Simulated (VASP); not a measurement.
Wanted: the native input for a VASP 6.6.1 run.

* Task: relaxation of cell and atoms
* Functional: r2SCAN
* Potentials or basis: VASP PAW PBE potentials, release 64 (In_d, P)
* Cutoff: 550 eV
* k mesh: 8 × 8 × 8
* Occupations: gaussian, width 0.01 eV
* Spin: no spin polarisation
* Target pressure: 7 GPa
* Dipole correction: no
* Further INCAR settings: ALGO = Normal; EDIFF = 1e-07; IBRION = 2; EDIFFG = -0.002; NSW = 100; ISIF = 3

Crystal: InP.

```
CELL_PARAMETERS angstrom
0.00000 2.95369 2.95369
2.95369 0.00000 2.95369
2.95369 2.95369 0.00000
ATOMIC_POSITIONS crystal
In 0.00000 0.00000 0.00000
P 0.75000 0.75000 0.75000
```

These files were run (other wordings do the same):

POSCAR

```
InP
1.0
    0.0000000000      2.9536850844      2.9536850844
    2.9536850844      0.0000000000      2.9536850844
    2.9536850844      2.9536850844      0.0000000000
In P
1 1
Direct
    0.0000000000      0.0000000000      0.0000000000
    0.7500000000      0.7500000000      0.7500000000
```

INCAR.step1

```
PREC = Accurate ; ENCUT = 550
ISMEAR = 0 ; SIGMA = 0.01
LREAL = False ; LASPH = True
NELM = 120 ; GGA = PE
ALGO = Normal ; EDIFF = 1E-5
LWAVE = True ; LCHARG = False
GGA_COMPAT = False ; IBRION = 2
ISIF = 3 ; EDIFFG = -0.005
NELMIN = 4 ; NSW = 100
```

INCAR.step2

```
PREC = Accurate ; ENCUT = 550
EDIFF = 1E-7 ; ISMEAR = 0
SIGMA = 0.01 ; LREAL = False
LASPH = True ; NELM = 120
ALGO = Normal ; ISIF = 3
LWAVE = False ; LCHARG = False
METAGGA = R2SCAN ; LMIXTAU = True
IBRION = 2 ; NSW = 100
EDIFFG = -0.002 ; PSTRESS = 70.0
ISTART = 1 ; GGA_COMPAT = False
NELMIN = 4
```

KPOINTS

```
Automatic mesh
0
Gamma
  8 8 8
```

Potentials or basis: VASP PAW PBE potentials, release 64 (In_d, P).

Launch:

```bash
$ cat potpaw_PBE.64/In_d/POTCAR potpaw_PBE.64/P/POTCAR > POTCAR
$ cp INCAR.step1 INCAR
$ mpirun -np 1 vasp_std > vasp.out
$ cp INCAR.step2 INCAR
$ mpirun -np 1 vasp_std > vasp.out
```

Results of the run:

- Relaxed volume: 23.64 Å³/atom
- Relaxed cell: a = 4.059 Å, b = 4.059 Å, c = 4.059 Å, α = 60.00°, β = 60.00°, γ = 60.00°
- Space group after relaxing (to 0.1 Å): F-43m (No. 216)
- Energy change on relaxing (the run minimises the enthalpy): +42.1 meV/atom
- Ionic steps: 6
- Pressure after relaxing: 7.0 GPa
- Band gap on the k mesh: 1.53 eV

Caveat: the cell is relaxed towards a set pressure, so the run minimises the enthalpy, not the energy; the PAW data sets were made with another functional, which shifts forces and pressure a little; spin-orbit coupling is left out, which moves the levels of the heavy elements.

It took 2.5 min on 1 thread of Intel(R) Xeon(R) 6975P-C (Granite Rapids), on a shared host, peak memory 0.21 GiB.
